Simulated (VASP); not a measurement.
A run of VASP 6.6.1:

Contents of POSCAR:

```
In3SbTe2
1.0
    6.0680819224      0.0000000000      0.0000000000
   -3.0340409612      5.2551130970      0.0000000000
    0.0000000000      0.0000000000      6.0624541419
In Sb Te
3 1 2
Direct
    0.5000000000      0.0000000000      0.8386342058
    0.0000000000      0.5000000000      0.8386342058
    0.5000000000      0.5000000000      0.8386342058
    0.0000000000      0.0000000000      0.2335630415
    0.3333333333      0.6666666667      0.3080698805
    0.6666666667      0.3333333333      0.3080698805
```

Contents of INCAR.step1:

```
PREC = Accurate ; ENCUT = 520
EDIFF = 1E-6 ; ISMEAR = 0
SIGMA = 0.1 ; LREAL = F
LASPH = T ; NELM = 60
ALGO = Normal ; ISIF = 2
LWAVE = F ; LCHARG = T
GGA = PE ; NBANDS = 37
```

KPOINTS.step1

```
regular mesh
0
Gamma
  6 6 6
```

Contents of INCAR.step2:

```
PREC = Accurate ; ENCUT = 520
EDIFF = 1E-6 ; ISMEAR = -5
SIGMA = 0.1 ; LREAL = F
LASPH = T ; NELM = 60
ALGO = Normal ; ISIF = 2
LWAVE = F ; LCHARG = F
GGA = PE ; LORBIT = 11
NBANDS = 37 ; NEDOS = 1001
ICHARG = 11
```

The input KPOINTS.step2:

```
regular mesh
0
Gamma
  9 9 9
```

Potentials or basis: VASP PAW PBE potentials, release 64 (In_d, Sb, Te).

Command:

```bash
$ cat potpaw_PBE.64/In_d/POTCAR potpaw_PBE.64/Sb/POTCAR potpaw_PBE.64/Te/POTCAR > POTCAR
$ cp INCAR.step1 INCAR
$ cp KPOINTS.step1 KPOINTS
$ mpirun -np 1 vasp_std > vasp.out
$ cp INCAR.step2 INCAR
$ cp KPOINTS.step2 KPOINTS
$ mpirun -np 1 vasp_std > vasp.out
```

Hardware: 1 thread of Intel(R) Xeon(R) Platinum 8488C (Sapphire Rapids) (shared host).

Problem. How long does it take, and how much memory?

Solution. It took 6 min on 1 thread of Intel(R) Xeon(R) Platinum 8488C (Sapphire Rapids) (shared host), peak memory 0.57 GiB. Counts: k points 60.
